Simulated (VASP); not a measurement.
# Ga3BSb2 (P-4m2) in VASP: further runs

Runs on Ga3BSb2. Level: PBE. Tasks: single point, relaxation of cell and atoms.

Program: VASP 6.6.1. These are calculated values, not measurements. Logs are shortened: lines on timing, memory, paths and dates and some standing lists are left out, and cuts for length are marked.

## Step 1: The cell of the first run

Symmetry: P-4m2, No. 115, tetragonal system. The conventional cell has a = 4.038 Å, b = 4.038 Å, c = 8.530 Å, α = 90.00°, β = 90.00°, γ = 90.00°. Within 3.8 Å of Ga (site symmetry -4m2) lie 4 Ga at 2.85 Å and 4 Sb at 3.27 Å. Ga (site symmetry -4m2) has 4 Ga at 2.85 Å and 4 Sb at 3.27 Å within 3.8 Å. Ga (site symmetry -4m2) has 4 Sb at 2.64 Å and 4 B at 2.85 Å within 3.5 Å. B (site symmetry -4m2) has 4 Sb at 2.64 Å and 4 Ga at 2.85 Å within 3.5 Å. Within 3.5 Å of Sb (site symmetry 2mm) lie 6 Ga at 2.64 to 3.27 Å and 2 B at 2.64 Å.

The cell was generated, and may not be a known phase.

## Step 2: Single point, PBE

File INCAR:

```
PREC = Accurate
ENCUT = 520
EDIFF = 1E-7
ISMEAR = 0
SIGMA = 0.1
LREAL = False
LASPH = True
NELM = 80
ALGO = Normal
ISIF = 2
LWAVE = False
LCHARG = False
GGA = PE
NBANDS = 35
```

File KPOINTS:

```
regular mesh
0
Gamma
  4 4 4
```

File POSCAR:

```
Ga3BSb2
1.0
    4.0375204514      0.0000000000      0.0000000000
    0.0000000000      4.0375204514      0.0000000000
    0.0000000000      0.0000000000      8.5298028095
Ga B Sb
3 1 2
Direct
    0.5000000000      0.5000000000      0.0000000000
    0.0000000000      0.0000000000      0.0000000000
    0.5000000000      0.5000000000      0.5000000000
    0.0000000000      0.0000000000      0.5000000000
    0.0000000000      0.5000000000      0.3008879747
    0.5000000000      0.0000000000      0.6991120253
```

Potentials or basis: VASP PAW PBE potentials, release 64 (Ga_d, B, Sb).

On the command line:

```console
$ cat potpaw_PBE.64/Ga_d/POTCAR potpaw_PBE.64/B/POTCAR potpaw_PBE.64/Sb/POTCAR > POTCAR
$ mpirun -np 1 vasp_std > vasp.out
```

OUTCAR:

```text
PREC = Accurate
   ENCUT = 520
   EDIFF = 1E-7
   ISMEAR = 0
   LREAL = False
   LASPH = True
   NELM = 80
   ISIF = 2
   GGA = PE

 ion  position               nearest neighbor table
   1  0.500  0.500  0.000-   2 2.85   2 2.85   2 2.85   2 2.85   6 3.27   6 3.27   5 3.27   5 3.27

   2  0.000  0.000  0.000-   1 2.85   1 2.85   1 2.85   1 2.85   5 3.27   6 3.27   6 3.27   5 3.27

   3  0.500  0.500  0.500-   5 2.64   6 2.64   6 2.64   5 2.64
   4  0.000  0.000  0.500-   5 2.64   6 2.64   5 2.64   6 2.64
   5  0.000  0.500  0.301-   3 2.64   4 2.64   4 2.64   3 2.64   2 3.27   1 3.27   1 3.27   2 3.27

   6  0.500  0.000  0.699-   3 2.64   4 2.64   3 2.64   4 2.64   1 3.27   1 3.27   2 3.27   2 3.27

  LATTYP: Found a simple tetragonal cell.
 ALAT       =     4.0375204514
 C/A-ratio  =     2.1126339574

  Lattice vectors:

 A1 = (   4.0375204514,   0.0000000000,   0.0000000000)
 A2 = (   0.0000000000,   4.0375204514,   0.0000000000)
 A3 = (   0.0000000000,   0.0000000000,   8.5298028095)

Analysis of symmetry for initial positions (statically):
=====================================================================
 Subroutine PRICEL returns:
 Original cell was already a primitive cell.

 Routine SETGRP: Setting up the symmetry group for a
 simple tetragonal supercell.

 Subroutine GETGRP returns: Found  8 space group operations
 (whereof  8 operations were pure point group operations)
 out of a pool of 16 trial point group operations.

The static configuration has the point symmetry D_2d.

Analysis of symmetry for dynamics (positions and initial velocities):
=====================================================================
 Subroutine PRICEL returns:
 Original cell was already a primitive cell.

 Routine SETGRP: Setting up the symmetry group for a
 simple tetragonal supercell.

 Subroutine GETGRP returns: Found  8 space group operations
 (whereof  8 operations were pure point group operations)
 out of a pool of 16 trial point group operations.

The dynamic configuration has the point symmetry D_2d.

 Subroutine INISYM returns: Found  8 space group operations
 (whereof  8 operations are pure point group operations),
 and found     1 'primitive' translations

----------------------------------------------------------------------------------------

                                     Primitive cell

  volume of cell :     139.0492
[... 90 lines left out ...]
   EDIFF  = 0.1E-06   stopping-criterion for ELM
   LREAL  =      F    real-space projection
   EDIFFG = 0.1E-05   stopping-criterion for IOM
   NSW    =      0    number of steps for IOM
   IBRION =     -1    ionic relax: 0-MD 1-quasi-New 2-CG
   NFREE  =      0    steps in history (QN), initial steepest desc. (CG)
   ISIF   =      2    stress and relaxation
   ISYM   =      2    0-nonsym 1-usesym 2-fastsym
   POTIM  = 0.5000    time-step for ionic-motion
   TEBEG  =    0.0;   TEEND  =   0.0 temperature during run
   PSTRESS=    0.0 pullay stress
   NELECT =      52.0000    total number of electrons
   NUPDOWN=      -1.0000    fix difference up-down
   EMIN   =  10.00;   EMAX   =-10.00  energy-range for DOS
   EFERMI =   0.00;   METHOD = LEGACY
   ISMEAR =     0;   SIGMA  =   0.10  broadening in eV -4-tet -1-fermi 0-gaus
   EFERMI_NEDOS =   21; number of points for ismear=-14 and -15
   IALGO  =     38    algorithm
   IMIX   =      4    mixing-type and parameters
     AMIX     =   0.40;   BMIX     =  1.00
     AMIX_MAG =   1.60;   BMIX_MAG =  1.00
  volume/ion in A,a.u.               =      23.17       156.39
  Fermi-wavevector in a.u.,A,eV,Ry     =   1.179469  2.228873 18.927699  1.391147
  Thomas-Fermi vector in A             =   2.315779
   LORBIT       =      0    0 simple, 1 ext, 2 COOP (PROOUT), +10 PAW based schemes
   GGA     = PE    functional components
   LHFCALC =     F    Hartree Fock is set to
   AEXX    =    0.0000 exact exchange contribution
   IVDW    =     0    specifies the selected vdW correction
   LEPSILON=     F    determine dielectric tensor
   LRPA    =     F    only Hartree local field effects (RPA)
 non-spin polarized calculation
 Gauss-broadening in eV      SIGMA  =   0.10
  energy-cutoff  :      520.00
  volume of cell :      139.05
 maximum number of plane-waves:      3776
   NGX = 15   NGY = 15   NGZ = 31

 number of electron      52.0000017 magnetization

 Free energy of the ion-electron system (eV)
  ---------------------------------------------------
  ext. energy  EPLUGINS =         0.00000000
  ---------------------------------------------------
  free energy    TOTEN  =       -20.60853155 eV

  energy without entropy =      -20.58912792  energy(sigma->0) =      -20.59882973

 E-fermi :   5.0214     XC(G=0):  -9.7554

 val. band max:        4.9907513813   @ k =   0.5000   0.2500   0.2500
 cond. band min:       5.0495304062   @ k =   0.5000   0.2500   0.0000
 fundamental gap:      0.0587790249
 Fermi energy:         5.0213841052

 k-point     1 :       0.0000    0.0000    0.0000
  band No.  band energies     occupation
      1      -9.9081      2.00000
      2      -9.8628      2.00000
      3      -9.8628      2.00000
      4      -9.8350      2.00000
      5      -9.8250      2.00000
      6      -9.6774      2.00000
[... 673 lines left out ...]
     34      11.2248      0.00000
     35      11.2264      0.00000

------------------------ aborting loop because EDIFF is reached ----------------------------------------

  FORCE on cell =-STRESS in cart. coord.  units (eV):
  Direction    XX          YY          ZZ          XY          YZ          ZX
  --------------------------------------------------------------------------------------
  -------------------------------------------------------------------------------------
  Total        0.0415458      0.0415458      0.3311735      0.0000000      0.0000000      0.0000000
  in kB        0.4787061      0.4787061      3.8159067      0.0000000      0.0000000      0.0000000
  external PRESSURE =       1.5911063 kB  Pullay stress =       0.0000000 kB

 VOLUME and BASIS-vectors are now :
 -----------------------------------------------------------------------------
  energy-cutoff  :      520.00
  volume of cell :      139.05
      direct lattice vectors                 reciprocal lattice vectors
     4.037520451  0.000000000  0.000000000     0.247676764  0.000000000  0.000000000
     0.000000000  4.037520451  0.000000000     0.000000000  0.247676764  0.000000000
     0.000000000  0.000000000  8.529802809     0.000000000  0.000000000  0.117236004

 POSITION                                       TOTAL-FORCE (eV/Angst)
 -----------------------------------------------------------------------------------
      2.01876      2.01876      0.00000         0.000000     -0.000000      0.000000
      0.00000      0.00000      0.00000        -0.000000      0.000000      0.000000
      2.01876      2.01876      4.26490         0.000000     -0.000000      0.000000
      0.00000      0.00000      4.26490         0.000000      0.000000      0.000000
      0.00000      2.01876      2.56652         0.000000      0.000000     -0.019934
      2.01876      0.00000      5.96329         0.000000      0.000000      0.019934
 -----------------------------------------------------------------------------------
    total drift:                                0.000000      0.000000      0.000000

  FREE ENERGIE OF THE ION-ELECTRON SYSTEM (eV)
  ---------------------------------------------------
  free  energy   TOTEN  =       -20.6085315477 eV

  energy  without entropy=      -20.5891279167  energy(sigma->0) =      -20.59882973
```

Wall time 46 s (1 thread of Intel Xeon 6975P-C (Granite Rapids), shared host); peak memory 0.27 GiB.

Results:

- Free energy: -20.6085 eV
- Pressure: 0.2 GPa
- Largest force: 0.020 eV/Å
- Band gap on the k mesh: zero (bands 26 and 27 overlap by 2.25 eV)

Forces on the atoms (eV/Å):
```
Ga   0.000  0.000  0.000
Ga   0.000  0.000  0.000
Ga   0.000  0.000  0.000
B    0.000  0.000  0.000
Sb   0.000  0.000 -0.020
Sb   0.000  0.000  0.020
```

Levels at points of the mesh, in eV from the Fermi level:
```tsv
k point	band 22	band 23	band 24	band 25	band 26	band 27	band 28	band 29	band 30	band 31
(0.00, 0.00, 0.00)	-2.62	-2.30	-0.40	0.30	0.30	0.49	0.49	1.37	2.09	3.55
(0.50, 0.00, 0.00)	-1.07	-1.02	-0.96	-0.59	-0.18	0.49	1.73	2.01	2.56	3.07
(0.50, 0.50, 0.00)	-3.80	-3.80	-3.48	-3.36	-1.37	-1.37	1.87	2.34	2.46	2.90
(0.00, 0.00, 0.50)	-2.36	-0.55	-0.53	-0.53	0.10	1.05	1.69	1.85	1.85	2.53
(0.50, 0.00, 0.50)	-2.77	-2.76	-1.02	-0.58	0.88	1.35	2.39	2.51	2.84	2.96
(0.50, 0.50, 0.50)	-3.91	-3.91	-2.31	-2.27	-0.95	-0.95	-0.26	0.05	2.19	2.19
```

Caveat: the k points lie up to 0.39 Å⁻¹ apart, too coarse for converged energies and pressures of a metal; spin-orbit coupling is left out, which moves the levels of the heavy elements.

## Step 3: Single point, PBE

This run uses another cell than the first one, of 23.44 Å³/atom.

File INCAR:

```
SYSTEM = Ga3BSb2
PREC     = Accurate       ! precision mode
ENCUT    = 520            ! plane-wave cutoff, eV
EDIFF    = 1E-7           ! SCF threshold, eV
ISMEAR   = 0              ! smearing method
SIGMA    = 0.1            ! smearing width, eV
LREAL    = .False.        ! projectors in reciprocal space
LASPH    = .True.         ! aspherical terms in the spheres
NELM     = 100            ! most SCF steps
ALGO     = Normal         ! electronic algorithm
ISIF     = 2              ! what is computed and relaxed
LWAVE    = .False.        ! write WAVECAR
LCHARG   = .True.         ! write CHGCAR
GGA      = PE             ! functional
LELF     = .True.         ! ELF
LVHAR    = .True.       
NBANDS   = 35             ! bands
```

File KPOINTS:

```
regular mesh
0
Gamma
  4 4 4
  0 0 0
```

File POSCAR:

```
Ga3BSb2
1.0
    4.6226150000      0.0000000000      0.0000000000
    0.0000000000      4.6226150000      0.0000000000
    0.0000000000      0.0000000000      6.5829478400
Ga B Sb
3 1 2
Direct
    0.5000000000      0.5000000000      0.0000000000
    0.0000000000      0.0000000000      0.0000000000
    0.5000000000      0.5000000000      0.5000000000
    0.0000000000      0.0000000000      0.5000000000
    0.0000000000      0.5000000000      0.2679100000
    0.5000000000      0.0000000000      0.7320900000
```

Potentials or basis: VASP PAW PBE potentials, release 64 (Ga_d, B, Sb).

On the command line:

```console
$ cat potpaw_PBE.64/Ga_d/POTCAR potpaw_PBE.64/B/POTCAR potpaw_PBE.64/Sb/POTCAR > POTCAR
$ mpirun -np 1 vasp_std > vasp.out
```

Wall time 52 s (1 thread of Intel Xeon 6975P-C (Granite Rapids), shared host); peak memory 0.28 GiB.

The run converged. Its results:

```yaml
Free_energy: -19.7705 eV
Pressure: 1.9 GPa
Largest_force: 0.717 eV/Å
Band_gap_on_the_k_mesh: zero (bands 26 and 27 overlap by 1.11 eV)
```

Forces in eV/Å, atoms in the order of the input:
```
Ga   0.000  0.000  0.000
Ga   0.000  0.000  0.000
Ga   0.000  0.000  0.000
B    0.000  0.000  0.000
Sb   0.000  0.000  0.717
Sb   0.000  0.000 -0.717
```

Stress tensor (GPa, compression positive):
```
1.37 0.00 0.00
0.00 1.37 0.00
0.00 0.00 2.84
```

Levels at points of the mesh, in eV from the Fermi level:
| k point | band 22 | band 23 | band 24 | band 25 | band 26 | band 27 | band 28 | band 29 | band 30 | band 31 |
| --- | --- | --- | --- | --- | --- | --- | --- | --- | --- | --- |
| (0.00, 0.00, 0.00) | -2.65 | -2.05 | -1.32 | -1.25 | -1.25 | -0.54 | -0.28 | -0.28 | -0.22 | 3.66 |
| (0.50, 0.00, 0.00) | -2.65 | -2.59 | -1.60 | -1.36 | -0.24 | -0.05 | 1.03 | 1.74 | 2.28 | 2.52 |
| (0.50, 0.50, 0.00) | -4.10 | -3.99 | -3.99 | -3.81 | -0.61 | -0.61 | 3.50 | 3.67 | 3.67 | 4.18 |
| (0.00, 0.00, 0.50) | -3.30 | -3.30 | -2.94 | -2.94 | 0.34 | 0.52 | 1.65 | 1.65 | 2.25 | 2.38 |
| (0.50, 0.00, 0.50) | -2.53 | -2.52 | -2.48 | -2.44 | 0.22 | 0.32 | 0.34 | 0.78 | 0.83 | 1.13 |
| (0.50, 0.50, 0.50) | -4.42 | -4.42 | -0.62 | -0.31 | -0.24 | 0.22 | 1.30 | 1.30 | 2.67 | 2.67 |

Caveat: spin-orbit coupling is left out, which moves the levels of the heavy elements.

## Step 4: Relaxation of cell and atoms, PBE

This run uses another cell than the first one, of 23.44 Å³/atom.

File INCAR:

```
ALGO = Normal
EDIFF = 1E-6
EDIFFG = -0.04
ENCUT = 600
GGA = PE
IBRION = 2
ISIF = 3
ISMEAR = 0
LASPH = T
LCHARG = F
LREAL = F
LWAVE = F
NELM = 80
NSW = 90
PREC = Accurate
SIGMA = 0.1
```

File KPOINTS:

```
k-points
0
Gamma
  4 4 4
```

POSCAR is that of step 3.

On the command line:

```console
$ cat potpaw_PBE.64/Ga_d/POTCAR potpaw_PBE.64/B/POTCAR potpaw_PBE.64/Sb/POTCAR > POTCAR
$ mpirun -np 1 vasp_std > vasp.out
```

Run time: 17 min. Hardware: 1 thread of Intel Xeon 6975P-C (Granite Rapids), shared host; peak memory 0.35 GiB.

It converged, with:

| Quantity | Value |
| --- | --- |
| Free energy | -20.6035 eV |
| Relaxed volume | 23.19 Å³/atom |
| Relaxed cell | a = 4.031 Å, b = 4.031 Å, c = 8.563 Å, α = 90.00°, β = 90.00°, γ = 90.00° |
| Space group after relaxing (to 0.1 Å) | P-4m2 (No. 115) |
| Energy gained by relaxing | 138.9 meV/atom |
| Ionic steps | 27 |
| Pressure after relaxing | 0.1 GPa |
| Largest force after relaxing | 0.038 eV/Å |
| Band gap on the k mesh | zero (bands 26 and 27 overlap by 2.28 eV) |

Forces in eV/Å, atoms in the order of the input:
```
Ga   0.000  0.000  0.000
Ga   0.000  0.000  0.000
Ga   0.000  0.000  0.000
B    0.000  0.000  0.000
Sb   0.000  0.000 -0.038
Sb   0.000  0.000  0.038
```

Stress tensor (GPa, compression positive):
```
0.06 0.00 0.00
0.00 0.06 0.00
0.00 0.00 0.22
```

The path:
```tsv
step	energy change (eV)	largest force (eV/Å)	pressure (GPa)	volume (Å³)
1	0.0000	0.7168	1.85	140.67
2	-0.0852	0.5845	0.12	146.24
3	-0.1089	0.5192	-0.96	150.72
4	-0.1755	0.4090	-0.75	149.50
5	-0.3032	0.1843	0.43	145.68
6	-0.3037	0.3691	0.87	144.83
7	-0.3412	0.5703	0.74	145.87
8	-0.4035	1.0906	0.86	148.38
9	-0.4866	0.9503	0.06	150.61
10	-0.5854	0.6381	-1.37	154.36
11	-0.5572	0.1111	-3.13	160.72
12	-0.6147	0.3861	-2.14	156.65
13	-0.6933	0.3534	-1.51	152.71
14	-0.7101	0.3511	-1.11	150.55
15	-0.7110	0.3547	-1.04	150.06
16	-0.7436	0.4644	-0.46	147.29
17	-0.7701	0.6929	1.17	141.08
18	-0.7877	0.5930	0.97	140.59
19	-0.8197	0.2944	0.65	139.10
20	-0.8221	0.1617	0.60	138.42
21	-0.8223	0.1831	0.60	138.53
22	-0.8282	0.1161	0.18	139.63
23	-0.8299	0.0523	-0.24	140.73
24	-0.8299	0.0567	-0.21	140.66
25	-0.8310	0.0516	-0.15	140.36
26	-0.8321	0.0461	-0.08	139.96
27	-0.8332	0.0377	0.11	139.17
```

Final structure:
```cif
data_structure
_symmetry_space_group_name_H-M 'P 1'
_symmetry_Int_Tables_number 1
_cell_length_a 4.0315
_cell_length_b 4.0315
_cell_length_c 8.5625
_cell_angle_alpha 90.000
_cell_angle_beta 90.000
_cell_angle_gamma 90.000
_cell_volume 139.17
loop_
_atom_site_label
_atom_site_type_symbol
_atom_site_fract_x
_atom_site_fract_y
_atom_site_fract_z
_atom_site_occupancy
Ga1 Ga 0.50000 0.50000 0.00000 1
Ga2 Ga 0.00000 0.00000 0.00000 1
Ga3 Ga 0.50000 0.50000 0.50000 1
B1 B 0.00000 0.00000 0.50000 1
Sb1 Sb 0.00000 0.50000 0.30140 1
Sb2 Sb 0.50000 0.00000 0.69860 1
```

Levels at points of the mesh, in eV from the Fermi level:
```
           k point  band 22  band 23  band 24  band 25  band 26  band 27  band 28  band 29  band 30  band 31
(0.00, 0.00, 0.00)    -2.62    -2.29    -0.37     0.31     0.31     0.50     0.50     1.38     2.11     3.54
(0.50, 0.00, 0.00)    -1.11    -1.02    -1.00    -0.58    -0.18     0.48     1.72     1.99     2.58     3.09
(0.50, 0.50, 0.00)    -3.80    -3.80    -3.49    -3.37    -1.40    -1.40     1.86     2.29     2.44     2.85
(0.00, 0.00, 0.50)    -2.35    -0.52    -0.50    -0.50     0.05     1.01     1.69     1.84     1.84     2.53
(0.50, 0.00, 0.50)    -2.77    -2.77    -1.01    -0.57     0.88     1.36     2.42     2.49     2.87     2.96
(0.50, 0.50, 0.50)    -3.91    -3.91    -2.35    -2.31    -0.99    -0.99    -0.26     0.05     2.17     2.17
```

Caveat: a cell axis changed by over 15 % at a fixed basis, so the end point is rough; spin-orbit coupling is left out, which moves the levels of the heavy elements.

(Part 1 of 2 ends here.)

The gap in the log of VASP goes by the Fermi energy; the results here count the filled bands.